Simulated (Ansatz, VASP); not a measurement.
## KF in VASP and in Ansatz

```
CELL_PARAMETERS angstrom
0.00000 2.65441 2.65441
2.65441 0.00000 2.65441
2.65441 2.65441 0.00000
ATOMIC_POSITIONS crystal
K 0.00000 0.00000 0.00000
F 0.50000 0.50000 0.50000
```

Alike in both runs: task single point; functional PBE; k mesh 8 × 8 × 8; occupations gaussian, width 0.1 eV; no spin polarisation; Hubbard terms F p U = 4.0 eV.

|  | VASP | Ansatz |
| --- | --- | --- |
| version | VASP 6.6.1 | Ansatz 0.2.0 |
| potentials or method | VASP PAW PBE potentials, release 64 (K_sv, F), cutoff 600 eV | scalar-relativistic, plane waves, PAW |
| valence electrons in the cell | 16 | 16 |

Ansatz gave:

- gap on the k mesh at the Fermi level (eV): 7.87
- least direct gap on the mesh (eV): 7.87
- pressure (GPa): 1.8

Task: Estimate VASP's values.

Result: gap on the k mesh at the Fermi level (eV): 6.64; least direct gap on the mesh (eV): 6.64; pressure (GPa): 1.4.

The programs project onto different local orbitals, so the same U acts differently, and such runs can settle in different states.
